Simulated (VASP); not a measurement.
NaCl, 2 atoms in the cell. Symmetry: Fm-3m, No. 225, cubic system. Conventional cell: a = 5.696 Å, b = 5.696 Å, c = 5.696 Å, α = 90.00°, β = 90.00°, γ = 90.00°. Within 3.8 Å of Na (site symmetry m-3m) lie 6 Cl at 2.85 Å. Cl (site symmetry m-3m) has 6 Na at 2.85 Å within 3.8 Å. 

| Item | Value |
| --- | --- |
| Program | VASP 6.6.1 |
| Task | vibrations by perturbation theory |
| Functional | PBE |
| Potentials or basis | VASP PAW PBE potentials, release 64 (Na_pv, Cl) |
| Cutoff | 520 eV |
| k mesh | 8 × 8 × 8 |
| Occupations | gaussian, width 0.01 eV |
| Spin | no spin polarisation |
| Dipole correction | no |
| Further INCAR settings | ALGO = Normal; EDIFF = 1e-08; IBRION = 8; NSW = 1 |

Potentials or basis: VASP PAW PBE potentials, release 64 (Na_pv, Cl).

Launch:

```bash
$ cat potpaw_PBE.64/Na_pv/POTCAR potpaw_PBE.64/Cl/POTCAR > POTCAR
$ mpirun -np 1 vasp_std > vasp.out
```

Hardware: 1 thread of AMD EPYC 9R45 96-Core Processor (Zen 5) (shared host).

Q: Estimate the wall time of this run.

A: Run time: 67 s on 1 thread of AMD EPYC 9R45 96-Core Processor (Zen 5), with other jobs on the host, peak memory 0.2 GiB. Counts: scf iterations 44, k points 29.
